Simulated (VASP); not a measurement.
## CuO2 (fluorite type): single point with PBE

The system is CuO2 (fluorite type).

```
Cu O
1.0
     0.00000    2.44862    2.44862
     2.44862    0.00000    2.44862
     2.44862    2.44862    0.00000
Cu O
1 2
Cartesian
  0.0000 0.0000 0.0000
  1.2243 1.2243 1.2243
  3.6729 3.6729 3.6729
```

| Quantity | Value |
| --- | --- |
| Program | VASP 6.6.1 |
| Task | single point |
| Functional | PBE |
| Potentials or basis | VASP PAW PBE potentials, release 64 (Cu, O) |
| Cutoff | 520 eV |
| k mesh | 13 × 13 × 13 |
| Occupations | fermi-dirac, width 0.0612256 eV |
| Spin | no spin polarisation |
| Dipole correction | no |
| Further INCAR settings | ALGO = Normal; EDIFF = 1e-06; NBANDS = 18 |

The pressure is -6.5 GPa and the band gap on the k mesh is zero (an odd number of electrons rules out a gap without spin polarisation).

Levels at points of the mesh, in eV from the Fermi level:
```
           k point  band 9  band 10  band 11  band 12  band 13  band 14
(0.00, 0.00, 0.00)   -0.95    -0.95    -0.09    -0.09    -0.09     5.45
```

Run time: 54 s on 1 thread of AMD EPYC 7R13 Processor (Zen 3) (shared host), peak memory 0.15 GiB.

Caveat: the cell stands under tension; an odd number of electrons without spin polarisation forces a metal; a magnetic or distorted state may lie lower; semilocal functionals often make such compounds metallic where correlation or magnetic order opens a gap, which also shifts bond lengths. With open d or f shells a metallic result of PBE can be an artefact of self-interaction; +U or a hybrid may open a gap.
